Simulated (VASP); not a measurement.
# ZrC (rocksalt type) (Fm-3m) in VASP: further runs, part 2 of 2

VASP 6.6.1. Earlier steps stand in the parts before.

## (4) Single point, PBE

This run uses another cell than the first one, of 13.05 Å³/atom, 1.173 times its volume.

Contents of INCAR:

```
ALGO = Normal
EDIFF = 1E-6
ENCUT = 520
GGA = PE
ISIF = 2
ISMEAR = -1
LASPH = True
LCHARG = False
LREAL = False
LWAVE = False
NBANDS = 15
NELM = 80
PREC = Accurate
SIGMA = 0.05
```

Contents of KPOINTS:

```
k-points
0
Gamma
  14 14 14
```

Contents of POSCAR:

```
ZrC
1.0
    0.0000000000      2.3543090120      2.3543090120
    2.3543090120      0.0000000000      2.3543090120
    2.3543090120      2.3543090120      0.0000000000
Zr C
1 1
Direct
    0.0000000000      0.0000000000      0.0000000000
    0.5000000000      0.5000000000      0.5000000000
```

Potentials or basis: VASP PAW PBE potentials, release 64 (Zr_sv, C).

On the command line:

```sh
$ cat potpaw_PBE.64/Zr_sv/POTCAR potpaw_PBE.64/C/POTCAR > POTCAR
$ mpirun -np 1 vasp_std > vasp.out
```

OUTCAR:

```text
EDIFF = 1E-6
   ENCUT = 520
   GGA = PE
   ISIF = 2
   ISMEAR = -1
   LASPH = True
   LREAL = False
   NELM = 80
   PREC = Accurate

 ion  position               nearest neighbor table
   1  0.000  0.000  0.000-   2 2.35   2 2.35   2 2.35   2 2.35   2 2.35   2 2.35
   2  0.500  0.500  0.500-   1 2.35   1 2.35   1 2.35   1 2.35   1 2.35   1 2.35

  LATTYP: Found a face centered cubic cell.
 ALAT       =     4.7086180240

  Lattice vectors:

 A1 = (   0.0000000000,   2.3543090120,   2.3543090120)
 A2 = (   2.3543090120,   0.0000000000,   2.3543090120)
 A3 = (   2.3543090120,   2.3543090120,   0.0000000000)

Analysis of symmetry for initial positions (statically):
=====================================================================
 Subroutine PRICEL returns:
 Original cell was already a primitive cell.

 Routine SETGRP: Setting up the symmetry group for a
 face centered cubic supercell.

 Subroutine GETGRP returns: Found 48 space group operations
 (whereof 48 operations were pure point group operations)
 out of a pool of 48 trial point group operations.

The static configuration has the point symmetry O_h .

Analysis of symmetry for dynamics (positions and initial velocities):
=====================================================================
 Subroutine PRICEL returns:
 Original cell was already a primitive cell.

 Routine SETGRP: Setting up the symmetry group for a
 face centered cubic supercell.

 Subroutine GETGRP returns: Found 48 space group operations
 (whereof 48 operations were pure point group operations)
 out of a pool of 48 trial point group operations.

The dynamic configuration has the point symmetry O_h .

 Subroutine INISYM returns: Found 48 space group operations
 (whereof 48 operations are pure point group operations),
 and found     1 'primitive' translations

[... 117 lines left out ...]
  Thomas-Fermi vector in A             =   2.514633
   LORBIT       =      0    0 simple, 1 ext, 2 COOP (PROOUT), +10 PAW based schemes
   GGA     = PE    functional components
   LHFCALC =     F    Hartree Fock is set to
   AEXX    =    0.0000 exact exchange contribution
   IVDW    =     0    specifies the selected vdW correction
   LEPSILON=     F    determine dielectric tensor
   LRPA    =     F    only Hartree local field effects (RPA)
 non-spin polarized calculation
  energy-cutoff  :      520.00
  volume of cell :       26.10
 maximum number of plane-waves:       725
 NGX is ok and might be reduce to    28
   NGX = 13   NGY = 13   NGZ = 13

 number of electron      16.0000000 magnetization

 Free energy of the ion-electron system (eV)
  ---------------------------------------------------
  ext. energy  EPLUGINS =         0.00000000
  ---------------------------------------------------
  free energy    TOTEN  =       -19.46313253 eV

  energy without entropy =      -19.46070213  energy(sigma->0) =      -19.46191733

 E-fermi :   9.5584     XC(G=0): -12.1075

 val. band max:        9.5267060243   @ k =   0.4286   0.4286   0.0000
 cond. band min:       9.5591907607   @ k =   0.3571   0.2857   0.0000
 fundamental gap:      0.0324847364
 Fermi energy:         9.5583983606

 k-point     1 :       0.0000    0.0000    0.0000
  band No.  band energies     occupation
      1     -38.5728      2.00000
      2     -16.2867      2.00000
      3     -16.2867      2.00000
      4     -16.2867      2.00000
      5      -1.7354      2.00000
      6      10.4862      0.00000
      7      10.4862      0.00000
      8      10.4862      0.00000
      9      10.6449      0.00000
     10      10.6449      0.00000
     11      10.6449      0.00000
     12      12.3498      0.00000
     13      12.3498      0.00000
     14      16.8016      0.00000
[... 401 lines left out ...]
      2     -16.7050      2.00000
      3     -16.3870      2.00000
      4     -16.3732      2.00000
      5      -0.4355      2.00000
      6       6.4002      2.00000
      7       7.9756      2.00000
      8       8.4642      2.00000
      9      10.5264      0.00000
     10      13.0415      0.00000
     11      13.5119      0.00000
     12      14.8437      0.00000
     13      16.5580      0.00000
     14      19.7525      0.00000
     15      23.1663      0.00000

 [... further k-points ...]
[... 5 lines left out ...]
  --------------------------------------------------------------------------------------
  -------------------------------------------------------------------------------------
  Total        0.0418925      0.0418925      0.0418925      0.0000000      0.0000000     -0.0000000
  in kB        2.5717381      2.5717381      2.5717381      0.0000000      0.0000000     -0.0000000
  external PRESSURE =       2.5717381 kB  Pullay stress =       0.0000000 kB

 VOLUME and BASIS-vectors are now :
 -----------------------------------------------------------------------------
  energy-cutoff  :      520.00
  volume of cell :       26.10
      direct lattice vectors                 reciprocal lattice vectors
     0.000000000  2.354309012  2.354309012    -0.212376539  0.212376539  0.212376539
     2.354309012  0.000000000  2.354309012     0.212376539 -0.212376539  0.212376539
     2.354309012  2.354309012  0.000000000     0.212376539  0.212376539 -0.212376539

 POSITION                                       TOTAL-FORCE (eV/Angst)
 -----------------------------------------------------------------------------------
      0.00000      0.00000      0.00000        -0.000000     -0.000000      0.000000
      2.35431      2.35431      2.35431         0.000000      0.000000     -0.000000
 -----------------------------------------------------------------------------------
    total drift:                                0.000000      0.000000      0.000000

  FREE ENERGIE OF THE ION-ELECTRON SYSTEM (eV)
  ---------------------------------------------------
  free  energy   TOTEN  =       -19.4631325328 eV

  energy  without entropy=      -19.4607021322  energy(sigma->0) =      -19.46191733
```

stdout:

```text
POSCAR found type information on POSCAR ZrC
 POSCAR found :  2 types and       2 ions
 scaLAPACK will be used
 LDA part: xc-table for (Slater+PW92), standard interpolation
 POSCAR, INCAR and KPOINTS ok, starting setup
 FFT: planning ... GRIDC
 FFT: planning ... GRID_SOFT
 FFT: planning ... GRID
 WAVECAR not read
 entering main loop
```

Run time: 24 s. Hardware: 1 thread of Intel Xeon 6975P-C (Granite Rapids), shared host; peak memory 0.18 GiB.

What came out:

| Item | Value |
| --- | --- |
| Free energy | -19.4631 eV |
| Pressure | 0.3 GPa |
| Band gap on the k mesh | zero (band 8 reaches 10.49 eV, above the bottom of band 9 at 9.21 eV) |

## (5) Single point, PBE, non-collinear spin, zero start, spin-orbit coupling

This run uses another cell than the first one, of 13.05 Å³/atom, 1.173 times its volume.

Contents of INCAR:

```
ALGO = Normal
EDIFF = 1E-7
ENCUT = 520
GGA = PE
GGA_COMPAT = F
ISIF = 2
ISMEAR = -1
LASPH = T
LCHARG = F
LMAXMIX = 4
LNONCOLLINEAR = T
LORBIT = 11
LORBMOM = T
LREAL = F
LSORBIT = T
LWAVE = F
MAGMOM = 0 0 0 0 0 0
NBANDS = 28
NELM = 150
PREC = Accurate
SIGMA = 0.05
```

KPOINTS is that of step 4.

POSCAR is that of step 4.

On the command line:

```sh
$ cat potpaw_PBE.64/Zr_sv/POTCAR potpaw_PBE.64/C/POTCAR > POTCAR
$ mpirun -np 1 vasp_ncl > vasp.out
```

It took 2.2 min on 1 thread of Intel Xeon 6975P-C (Granite Rapids), shared host; peak memory 0.31 GiB.

Results (log left out):

* Free energy: -19.5327 eV
* Pressure: 0.2 GPa
* Net moment: 0.00 μB per cell
* Valence electrons inside the program's atomic spheres: Zr 9.84; C 2.36

Moments on the atoms (μB; x, y, z):
```
Zr  0.00 0.00 0.00
C   0.00 0.00 0.00
```

## (6) Overview

```tsv
task	spin	cell	cutoff (eV)	gap on the mesh (eV)	pressure (GPa)
relaxation of cell and atoms	off	relaxed from a = 3.157 Å, angles 60.0°, 2 atoms	600	none	0.1
single point	off	a = 3.329 Å, angles 60.0°, 2 atoms	520	none	0.3
single point	non-collinear, zero start, SOC	a = 3.329 Å, angles 60.0°, 2 atoms	520	-	0.2
```

Alike in all rows: level PBE; potentials or basis VASP PAW PBE potentials, release 64 (Zr_sv, C); k mesh 14 × 14 × 14; smearing fermi-dirac 0.05 eV.

Caveats: the volume moved by over 15 % at a fixed basis, so the end points are rough (some runs).

Total energies depend on the potentials used, so only differences within one code and one set of settings carry meaning.
